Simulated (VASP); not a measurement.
# K2Os (P6/mmm) in VASP: notebook, part 2 of 3

VASP 6.6.1. Earlier steps stand in the parts before.

## 3. Single point, PBE

This run uses another cell than the first one, of 25.41 Å³/atom.

The input, INCAR:

```
SYSTEM = K2Os
PREC = Accurate ; ENCUT = 520
EDIFF = 1E-6 ; ISMEAR = 0
SIGMA = 0.1 ; LREAL = .FALSE.
LASPH = .TRUE. ; NELM = 100
ALGO = Fast ; ISIF = 2
LWAVE = .FALSE. ; LCHARG = .FALSE.
GGA = PE ; NBANDS = 20
```

The input, KPOINTS:

```
regular mesh
0
G
  12 12 14
  0 0 0
```

The input, POSCAR:

```
K2Os
1.0
    5.7263958166      0.0000000000      0.0000000000
   -2.8631979083      4.9592042493      0.0000000000
    0.0000000000      0.0000000000      2.6847982487
K Os
2 1
Direct
    0.3333333333      0.6666666667      0.5000000000
    0.6666666667      0.3333333333      0.5000000000
    0.0000000000      0.0000000000      0.0000000000
```

Potentials or basis: VASP PAW PBE potentials, release 64 (K_sv, Os).

Command:

```
$ cat potpaw_PBE.64/K_sv/POTCAR potpaw_PBE.64/Os/POTCAR > POTCAR
$ mpirun -np 1 vasp_std > vasp.out
```

OUTCAR:

```text
SYSTEM = K2Os
   PREC = Accurate
   ENCUT = 520
   EDIFF = 1E-6
   ISMEAR = 0
   LREAL = .FALSE.
   LASPH = .TRUE.
   NELM = 100
   ISIF = 2
   GGA = PE

 ion  position               nearest neighbor table
   1  0.333  0.667  0.500-   2 3.31   2 3.31   2 3.31   3 3.57   3 3.57   3 3.57   3 3.57   3 3.57
                             3 3.57
   2  0.667  0.333  0.500-   1 3.31   1 3.31   1 3.31   3 3.57   3 3.57   3 3.57   3 3.57   3 3.57
                             3 3.57
   3  0.000  0.000  0.000-   1 3.57   2 3.57   1 3.57   2 3.57   1 3.57   1 3.57   2 3.57   2 3.57
                             2 3.57   2 3.57   1 3.57   1 3.57

  LATTYP: Found a hexagonal cell.
 ALAT       =     5.7263958166
 C/A-ratio  =     0.4688460831

  Lattice vectors:

 A1 = (   5.7263958166,   0.0000000000,   0.0000000000)
 A2 = (  -2.8631979083,   4.9592042493,   0.0000000000)
 A3 = (   0.0000000000,   0.0000000000,   2.6847982487)

Analysis of symmetry for initial positions (statically):
=====================================================================
 Subroutine PRICEL returns:
 Original cell was already a primitive cell.

 Routine SETGRP: Setting up the symmetry group for a
 hexagonal supercell.

 Subroutine GETGRP returns: Found 24 space group operations
 (whereof 24 operations were pure point group operations)
 out of a pool of 24 trial point group operations.

The static configuration has the point symmetry D_6h.

Analysis of symmetry for dynamics (positions and initial velocities):
=====================================================================
 Subroutine PRICEL returns:
 Original cell was already a primitive cell.

 Routine SETGRP: Setting up the symmetry group for a
 hexagonal supercell.

 Subroutine GETGRP returns: Found 24 space group operations
 (whereof 24 operations were pure point group operations)
 out of a pool of 24 trial point group operations.

[... 114 lines left out ...]
   NUPDOWN=      -1.0000    fix difference up-down
   EMIN   =  10.00;   EMAX   =-10.00  energy-range for DOS
   EFERMI =   0.00;   METHOD = LEGACY
   ISMEAR =     0;   SIGMA  =   0.10  broadening in eV -4-tet -1-fermi 0-gaus
   EFERMI_NEDOS =   21; number of points for ismear=-14 and -15
   IALGO  =     68    algorithm
   IMIX   =      4    mixing-type and parameters
     AMIX     =   0.40;   BMIX     =  1.00
     AMIX_MAG =   1.60;   BMIX_MAG =  1.00
  volume/ion in A,a.u.               =      25.41       171.51
  Fermi-wavevector in a.u.,A,eV,Ry     =   1.143750  2.161373 17.798639  1.308163
  Thomas-Fermi vector in A             =   2.280444
   LORBIT       =      0    0 simple, 1 ext, 2 COOP (PROOUT), +10 PAW based schemes
   GGA     = PE    functional components
   LHFCALC =     F    Hartree Fock is set to
   AEXX    =    0.0000 exact exchange contribution
   IVDW    =     0    specifies the selected vdW correction
   LEPSILON=     F    determine dielectric tensor
   LRPA    =     F    only Hartree local field effects (RPA)
 non-spin polarized calculation
 RMM-DIIS sequential band-by-band and
 Gauss-broadening in eV      SIGMA  =   0.10
  energy-cutoff  :      520.00
  volume of cell :       76.24
 maximum number of plane-waves:      2098
 NGX is ok and might be reduce to    48
   NGX = 21   NGY = 21   NGZ =  9

 number of electron      26.0000002 magnetization

 Free energy of the ion-electron system (eV)
  ---------------------------------------------------
  ext. energy  EPLUGINS =         0.00000000
  ---------------------------------------------------
  free energy    TOTEN  =        -9.44640425 eV

  energy without entropy =       -9.42487714  energy(sigma->0) =       -9.43564070

 E-fermi :   2.5934     XC(G=0):  -9.4609

 val. band max:        2.5921079819   @ k =   0.4167   0.0000   0.4286
 cond. band min:       2.5979084936   @ k =   0.0833   0.0000   0.1429
 fundamental gap:      0.0058005117
 Fermi energy:         2.5934254429

 k-point     1 :       0.0000    0.0000    0.0000
  band No.  band energies     occupation
      1     -29.1526      2.00000
      2     -29.0073      2.00000
      3     -12.7544      2.00000
      4     -12.7544      2.00000
      5     -12.1976      2.00000
      6     -12.1976      2.00000
[... 541 lines left out ...]
     19       6.8742      0.00000
     20       7.2880      0.00000

 [... further k-points ...]
[... 5 lines left out ...]
  --------------------------------------------------------------------------------------
  -------------------------------------------------------------------------------------
  Total        0.0069428      0.0069428      0.1753072     -0.0000000     -0.0000000      0.0000000
  in kB        0.1458945      0.1458945      3.6838793     -0.0000000     -0.0000000      0.0000000
  external PRESSURE =       1.3252228 kB  Pullay stress =       0.0000000 kB

 VOLUME and BASIS-vectors are now :
 -----------------------------------------------------------------------------
  energy-cutoff  :      520.00
  volume of cell :       76.24
      direct lattice vectors                 reciprocal lattice vectors
     5.726395817  0.000000000  0.000000000     0.174629912  0.100822627  0.000000000
    -2.863197908  4.959204249  0.000000000     0.000000000  0.201645254  0.000000000
     0.000000000  0.000000000  2.684798249     0.000000000  0.000000000  0.372467466

 POSITION                                       TOTAL-FORCE (eV/Angst)
 -----------------------------------------------------------------------------------
     -0.00000      3.30614      1.34240         0.000000      0.000000      0.000000
      2.86320      1.65307      1.34240        -0.000000      0.000000      0.000000
      0.00000      0.00000      0.00000         0.000000      0.000000      0.000000
 -----------------------------------------------------------------------------------
    total drift:                               -0.000000      0.000000     -0.000000

  FREE ENERGIE OF THE ION-ELECTRON SYSTEM (eV)
  ---------------------------------------------------
  free  energy   TOTEN  =        -9.4464042547 eV

  energy  without entropy=       -9.4248771416  energy(sigma->0) =       -9.43564070
```

stdout:

```text
POSCAR found type information on POSCAR K Os
 POSCAR found :  2 types and       3 ions
 scaLAPACK will be used
 LDA part: xc-table for (Slater+PW92), standard interpolation
 POSCAR, INCAR and KPOINTS ok, starting setup
 FFT: planning ... GRIDC
 FFT: planning ... GRID_SOFT
 FFT: planning ... GRID
 WAVECAR not read
 entering main loop
WARNING in EDDRMM: call to ZHEGV failed, returncode =   6  3     16
WARNING in EDDRMM: call to ZHEGV failed, returncode =   8  4     11
WARNING in EDDRMM: call to ZHEGV failed, returncode =   8  4     12
WARNING in EDDRMM: call to ZHEGV failed, returncode =   8  4     14
WARNING in EDDRMM: call to ZHEGV failed, returncode =   6  3     15
WARNING in EDDRMM: call to ZHEGV failed, returncode =   6  3     17
WARNING in EDDRMM: call to ZHEGV failed, returncode =   6  3     16
```

Wall time 3 min (1 thread of Intel Xeon Platinum 8488C (Sapphire Rapids), shared host); peak memory 0.37 GiB.

Results:

```yaml
Free_energy: -9.4464 eV
Pressure: 0.1 GPa
Band_gap_on_the_k_mesh: zero (bands 13 and 14 overlap by 1.75 eV)
```

Stress tensor (GPa, compression positive):
```
0.01 0.00 0.00
0.00 0.01 0.00
0.00 0.00 0.37
```

Levels at points of the mesh, in eV from the Fermi level:
```tsv
k point	band 10	band 11	band 12	band 13	band 14	band 15	band 16	band 17
(0.00, 0.00, 0.00)	-2.65	-0.78	-0.78	1.17	1.17	1.64	1.64	3.62
(0.50, 0.00, 0.00)	-1.93	-1.26	-0.80	-0.54	1.63	1.64	1.65	3.49
(0.00, 0.00, 0.50)	-2.24	-0.37	-0.37	-0.36	1.54	3.27	3.27	3.64
(0.50, 0.00, 0.50)	-2.19	-0.84	0.09	0.16	1.47	2.50	2.85	3.87
```

Caveat: spin-orbit coupling is left out, which moves the levels of the heavy elements.

[end of part 2 of 3]
